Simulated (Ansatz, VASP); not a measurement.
# One calculation of BiO, two programs

The input POSCAR:

```
BiO
1.0
    4.0407920000      0.0000000000      0.0000000000
   -2.0203960000      3.4994290000      0.0000000000
    0.0000000000      0.0000000000      6.4748420000
Bi O
2 2
Direct
    0.3333300000      0.6666700000      0.0000000000
    0.6666600000      0.3333300000      0.5000000000
    0.3333300000      0.6666700000      0.3450000000
    0.6666600000      0.3333300000      0.8450000000
```

The input INCAR.step1:

```
  PREC = Accurate
  ENCUT = 520
  ISMEAR = 0
  SIGMA = 0.1613
  LREAL = False
  LASPH = True
  NELM = 80
  NBANDS = 29
  GGA = PE
  ALGO = Normal
  EDIFF = 1E-4
  LWAVE = True
  LCHARG = False
```

INCAR.step2

```
  PREC = Accurate
  ENCUT = 520
  EDIFF = 1E-7
  ISMEAR = 0
  SIGMA = 0.1613
  LREAL = False
  LASPH = True
  NELM = 80
  ALGO = Normal
  ISIF = 2
  LWAVE = False
  LCHARG = False
  METAGGA = R2SCAN
  LMIXTAU = True
  NBANDS = 29
  ISTART = 1
```

File KPOINTS:

```
Automatic mesh
0
Gamma
  5 5 3
```

Input for Ansatz:

```yaml
crystal:
  lattice:
    - [4.040792, 0.0, 0.0]
    - [-2.020396, 3.499429, 0.0]
    - [0.0, 0.0, 6.474842]
  atoms:
    - { symbol: Bi, position: [0.33333, 0.66667, 0.0] }
    - { symbol: Bi, position: [0.66666, 0.33333, 0.5] }
    - { symbol: O, position: [0.33333, 0.66667, 0.345] }
    - { symbol: O, position: [0.66666, 0.33333, 0.845] }
  symmetry: { tolerance: 0.0003 }
kpoints:
  mp_grid: { grid: [5, 5, 3], shift: [0, 0, 0] }
magnetization:
  spin_polarized: false
scf:
  occupations: { method: gaussian, width: 0.1613 }
hamiltonian:
  pseudopotentials: { kind: paw }
  xc: r2scan
basis:
  ecutwfc: 500
output:
  forces: true
  stress: true
  eigenvalues: true
```

Alike in both runs: task single point; functional r2SCAN; k mesh 5 × 5 × 3; occupations gaussian, width 0.1613 eV; no spin polarisation.

```csv
,VASP,Ansatz
version,VASP 6.6.1,Ansatz 0.2.0
potentials or method,"VASP PAW PBE potentials, release 64 (Bi_d, O), cutoff 520 eV",PAW plane waves
valence electrons in the cell,42,42
```

Ansatz gave:

- gap on the k mesh at the Fermi level (eV): none
- pressure (GPa): -3.6
- traceless stress, the component that is largest in VASP (GPa): 1.92
- rms of the force components (eV/Å): 0.009

Question: What did VASP give for the same quantities?

Answer: gap on the k mesh at the Fermi level (eV): none; pressure (GPa): -3.4; traceless stress, the component that is largest in VASP (GPa): 2.23; rms of the force components (eV/Å): 0.024.

VASP's potentials were made for PBE, not for r2SCAN. Atom by atom the forces differ by 0.033 eV/Å (rms over components). A gap of «none» marks a metal or a gap that the smearing closes. Ansatz's warnings: structure snapped to symmetry.

Neither program's run includes spin-orbit coupling.
